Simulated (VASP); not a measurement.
A run of VASP 6.6.1 is set up as follows.

The input INCAR:

```
SYSTEM = Zn
ALGO = Normal ; EDIFF = 1E-6
EDIFFG = -0.02 ; ENCUT = 600
GGA = PS ; IBRION = 2
ISIF = 3 ; ISMEAR = -1
LASPH = .TRUE. ; LCHARG = .FALSE.
LREAL = .FALSE. ; LWAVE = .FALSE.
NELM = 80 ; NSW = 80
PREC = Accurate ; SIGMA = 0.05
```

File KPOINTS:

```
k-points
0
G
  7 7 4
  0 0 0
```

POSCAR

```
Zn
1.0
    2.6700000000      0.0000000000      0.0000000000
   -1.3350000000      2.3122880000      0.0000000000
    0.0000000000      0.0000000000      4.9660000000
Zn
2
Direct
    0.3333333333      0.6666666667      0.2500000000
    0.6666666667      0.3333333333      0.7500000000
```

Potentials or basis: VASP PAW PBE potentials, release 64 (Zn).

Run with:

```sh
$ cat potpaw_PBE.64/Zn/POTCAR > POTCAR
$ mpirun -np 1 vasp_std > vasp.out
```

Q: Predict the band gap on the k mesh.

A: Zero (bands 12 and 13 overlap by 4.52 eV).

Q: Predict the relaxed volume.

A: 14.21 Å³/atom.

Q: Predict the relaxed cell.

A: a = 2.601 Å, b = 2.601 Å, c = 4.849 Å, α = 90.00°, β = 90.00°, γ = 120.00°.

The path:
```tsv
step	energy change (eV)	largest force (eV/Å)	pressure (GPa)	volume (Å³)
1	0.0000	0.0000	-5.75	30.66
2	-0.0412	0.0000	0.90	28.28
3	-0.0421	0.0000	-0.06	28.57
4	-0.0421	0.0000	-0.20	28.61
5	-0.0426	0.0000	-0.22	28.55
6	-0.0427	0.0000	-0.15	28.51
7	-0.0427	0.0000	-0.23	28.52
8	-0.0426	0.0000	0.22	28.42
```

Caveat: the k points lie up to 0.40 Å⁻¹ apart in the final cell, too coarse for converged energies and pressures of a metal; the PAW data sets were made with another functional, which shifts forces and pressure a little.
